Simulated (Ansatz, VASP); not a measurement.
## Cs in VASP and in Ansatz

Contents of POSCAR:

```
Cs
1.0
    0.0000000000      2.9920000000      2.9920000000
    2.9920000000      0.0000000000      2.9920000000
    2.9920000000      2.9920000000      0.0000000000
Cs
1
Direct
    0.0000000000      0.0000000000      0.0000000000
```

The input INCAR.step1:

```
SYSTEM = Cs
  PREC = Accurate
  ENCUT = 520
  ISMEAR = -1
  SIGMA = 0.3
  LREAL = .False.
  LASPH = .True.
  NELM = 100
  NBANDS = 10
  GGA = PE
  ALGO = Normal
  EDIFF = 1E-4
  LWAVE = .True.
  LCHARG = .False.
```

The input INCAR.step2:

```
SYSTEM = Cs
  PREC = Accurate
  ENCUT = 520
  EDIFF = 1E-6
  ISMEAR = -1
  SIGMA = 0.3
  LREAL = .False.
  LASPH = .True.
  NELM = 100
  ALGO = Normal
  ISIF = 2
  LWAVE = .False.
  LCHARG = .False.
  METAGGA = R2SCAN
  LMIXTAU = .True.
  NBANDS = 10
  ISTART = 1
```

File KPOINTS:

```
regular mesh
0
Gamma
  8 8 8
  0 0 0
```

Input for Ansatz:

```yaml
crystal:
  lattice:
    - [0.0, 2.992, 2.992]
    - [2.992, 0.0, 2.992]
    - [2.992, 2.992, 0.0]
  atoms:
    - { symbol: Cs, position: [0.0, 0.0, 0.0] }
accuracy: low
kpoints:
  mp_grid:
    grid: [8, 8, 8]
    shift: [0.0, 0.0, 0.0]
hamiltonian:
  xc: r2scan
scf:
  n_extra_bands: 12
  occupations:
    method: fermi_dirac
    width: 0.3
output:
  forces: true
  stress: true
```

Alike in both runs: task single point; functional r2SCAN; k mesh 8 × 8 × 8; occupations fermi-dirac, width 0.3 eV; no spin polarisation.

|  | VASP | Ansatz |
| --- | --- | --- |
| version | VASP 6.6.1 | Ansatz 0.2.0 |
| potentials or method | VASP PAW PBE potentials, release 64 (Cs_sv) | plane waves, PAW |
| plane-wave cutoff (eV) | 520 | 500 |
| valence electrons in the cell | 9 | 9 |

|  | VASP | Ansatz | Ansatz less VASP |
| --- | --- | --- | --- |
| pressure (GPa) | 4.0 | 4.0 | -0.05 |

VASP's potentials were made for PBE, not for r2SCAN.

Neither program's run includes spin-orbit coupling.
